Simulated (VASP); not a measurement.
# Cu: relaxation of cell and atoms with PBE+D3(BJ)

Cu:

```
Cu
1.0
     2.53410    0.00000    0.00000
    -1.26705    2.19459    0.00000
     0.00000    0.00000    4.11257
Cu
2
Cartesian
  0.0000 1.4631 1.0281
  1.2670 0.7315 3.0844
```

This isn't the form of Cu at room conditions, which is fcc.

| Item | Value |
| --- | --- |
| Program | VASP 6.6.1 |
| Task | relaxation of cell and atoms |
| Functional | PBE |
| Dispersion | D3(BJ) |
| Potentials or basis | VASP PAW PBE potentials, release 64 (Cu) |
| Cutoff | 600 eV |
| k mesh | 18 × 18 × 10 |
| Occupations | gaussian, width 0.1 eV |
| Spin | no spin polarisation |
| Dipole correction | no |
| Further INCAR settings | ALGO = Normal; EDIFF = 1e-06; IBRION = 2; EDIFFG = -0.005; NSW = 100; ISIF = 3 |

* Relaxed volume: 11.37 Å³/atom
* Relaxed cell: a = 2.525 Å, b = 2.525 Å, c = 4.120 Å, α = 90.00°, β = 90.00°, γ = 120.00°
* Space group after relaxing (to 0.1 Å): P6_3/mmc (No. 194)
* Energy gained by relaxing: 0.4 meV/atom
* Ionic steps: 12
* Pressure after relaxing: 0.0 GPa
* Band gap on the k mesh: zero (bands 11 and 12 overlap by 6.15 eV)
* Dispersion energy per atom: -0.607 eV

Stress tensor (GPa, compression positive):
```
-0.07  0.00  0.00
 0.00 -0.07  0.00
 0.00  0.00  0.04
```

The path:
```
step  energy change (eV)  largest force (eV/Å)  pressure (GPa)  volume (Å³)
   1              0.0000                0.0000           -0.70        22.87
   2             -0.0007                0.0000            0.21        22.71
   3             -0.0007                0.0000            0.21        22.71
   4             -0.0007                0.0000            0.12        22.72
   5             -0.0007                0.0000            0.11        22.71
   6             -0.0008                0.0000           -0.11        22.74
   7             -0.0008                0.0000            0.08        22.74
   8             -0.0007                0.0000           -0.05        22.75
   9             -0.0008                0.0000           -0.11        22.75
  10             -0.0008                0.0000           -0.07        22.74
  11             -0.0008                0.0000           -0.04        22.74
  12             -0.0008                0.0000           -0.03        22.74
```

Final structure:
```
CELL_PARAMETERS angstrom
2.52453 0.00000 0.00000
-1.26227 2.18631 0.00000
0.00000 0.00000 4.11963
ATOMIC_POSITIONS crystal
Cu 0.33333 0.66667 0.25000
Cu 0.66667 0.33333 0.75000
```

Levels at points of the mesh, in eV from the Fermi level:
```csv
k point,band 8,band 9,band 10,band 11,band 12,band 13,band 14,band 15
"(0.00, 0.00, 0.00)",-2.51,-2.51,-1.72,-1.72,-1.05,4.02,21.70,22.37
"(0.50, 0.00, 0.00)",-1.62,-1.57,-1.52,0.05,1.69,7.99,8.41,10.96
"(0.00, 0.00, 0.50)",-3.07,-1.96,-1.96,-1.96,-1.96,12.85,12.85,22.41
"(0.50, 0.00, 0.50)",-1.91,-1.56,-1.56,0.51,0.51,5.10,5.10,16.55
```

Run time: 2.9 min on 1 thread of Intel(R) Xeon(R) 6975P-C (Granite Rapids), on a shared host, peak memory 0.22 GiB.
